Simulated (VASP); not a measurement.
Here is a VASP 6.6.1 calculation.

Contents of POSCAR:

```
HgS
1.0
    0.0000000000      2.9289995691      2.9289995691
    2.9289995691      0.0000000000      2.9289995691
    2.9289995691      2.9289995691      0.0000000000
Hg S
1 1
Direct
    0.0000000000      0.0000000000      0.0000000000
    0.7500000000      0.7500000000      0.7500000000
```

File INCAR.step1:

```
PREC = Accurate
ENCUT = 400
EDIFF = 1E-5
ISMEAR = 0
SIGMA = 0.05
LREAL = F
LASPH = T
NELM = 120
ALGO = Normal
ISIF = 2
LWAVE = T
LCHARG = F
NBANDS = 16
GGA = PE
GGA_COMPAT = F
```

The input INCAR.step2:

```
PREC = Accurate
ENCUT = 400
EDIFF = 1E-6
ISMEAR = 0
SIGMA = 0.05
LREAL = F
LASPH = T
NELM = 120
ALGO = Normal
ISIF = 2
LWAVE = F
LCHARG = F
GGA = PE
LHFCALC = T
AEXX = 0.25
HFSCREEN = 0.3
PRECFOCK = Normal
NBANDS = 16
ISTART = 1
GGA_COMPAT = F
```

File KPOINTS:

```
regular mesh
0
Gamma
  6 6 6
```

Potentials or basis: VASP PAW PBE potentials, release 64 (Hg, S).

The run is started by

```bash
$ cat potpaw_PBE.64/Hg/POTCAR potpaw_PBE.64/S/POTCAR > POTCAR
$ cp INCAR.step1 INCAR
$ mpirun -np 1 vasp_std > vasp.out
$ cp INCAR.step2 INCAR
$ mpirun -np 1 vasp_std > vasp.out
```

**Question.** Estimate the band gap on the k mesh.

**Answer.** 0.26 eV.

**Question.** Predict the pressure.

**Answer.** 2.6 GPa.

Caveat: the PAW data sets were made with another functional, which shifts forces and pressure a little; spin-orbit coupling is left out, which moves the levels of the heavy elements.
